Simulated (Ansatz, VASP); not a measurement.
HfN in VASP and in Ansatz

The input INCAR:

```
SYSTEM = HfN
PREC     = Accurate       ! precision mode
ENCUT    = 600            ! plane-wave cutoff, eV
EDIFF    = 1E-7           ! SCF threshold, eV
ISMEAR   = 0              ! smearing method
SIGMA    = 0.1            ! smearing width, eV
LREAL    = .False.        ! projectors in reciprocal space
LASPH    = .True.         ! aspherical terms in the spheres
NELM     = 120            ! most SCF steps
ALGO     = Normal         ! electronic algorithm
ISIF     = 3              ! what is computed and relaxed
LWAVE    = .False.        ! write WAVECAR
LCHARG   = .False.        ! write CHGCAR
GGA      = PE             ! functional
IBRION   = 2              ! ionic algorithm
NSW      = 60             ! ionic steps
EDIFFG   = -0.04          ! ionic threshold
GGA_COMPAT= .False.      
NELMIN   = 4
```

KPOINTS

```
regular mesh
0
Gamma
  6 6 6
  0 0 0
```

Contents of POSCAR:

```
HfN
1.0
    0.0000000000      2.2558600900      2.2558600900
    2.2558600900      0.0000000000      2.2558600900
    2.2558600900      2.2558600900      0.0000000000
Hf N
1 1
Direct
    0.0000000000      0.0000000000      0.0000000000
    0.5000000000      0.5000000000      0.5000000000
```

Input for Ansatz:

```yaml
crystal:
  lattice:
    - [0.0, 2.25586, 2.25586]
    - [2.25586, 0.0, 2.25586]
    - [2.25586, 2.25586, 0.0]
  atoms:
    - { symbol: Hf, position: [0.0, 0.0, 0.0] }
    - { symbol: "N", position: [0.5, 0.5, 0.5] }
basis:
  ecutwfc: 420
kpoints:
  mp_grid: { grid: [6, 6, 6] }
hamiltonian:
  xc: pbe
scf:
  occupations: { method: gaussian, width: 0.1 }
output:
  forces: true
  stress: true
  eigenvalues: true
relax:
  adjacent_minimum: "off"
  f_tol: 0.04
  max_steps: 40
  cell: { stress_tol: 0.4 }
```

Alike in both runs: task relaxation of cell and atoms; functional PBE; k mesh 6 × 6 × 6; occupations gaussian, width 0.1 eV; no spin polarisation.

|  | VASP | Ansatz |
| --- | --- | --- |
| version | VASP 6.6.1 | Ansatz 0.2.0 |
| potentials or method | VASP PAW PBE potentials, release 64 (Hf_pv, N), cutoff 600 eV | scalar-relativistic, plane waves, PAW |
| valence electrons in the cell | 15 | 31 |

|  | VASP | Ansatz | Ansatz less VASP |
| --- | --- | --- | --- |
| gap on the k mesh at the Fermi level, each at its own relaxed structure (eV) | none | none | - |
| relaxed volume (Å³/atom) | 11.64 | 11.75 | +0.109 |
| relaxed cell length with the largest relative difference (Å) | 3.205 | 3.215 | +0.0100 |

A gap of «none» marks a metal or a gap that the smearing closes. VASP's potentials hold 15 valence electrons a cell and Ansatz's 31, so a difference there can come from the potentials and not from the codes.

The k mesh is coarse, so the values compare programs but aren't converged. Spin-orbit coupling is off throughout.
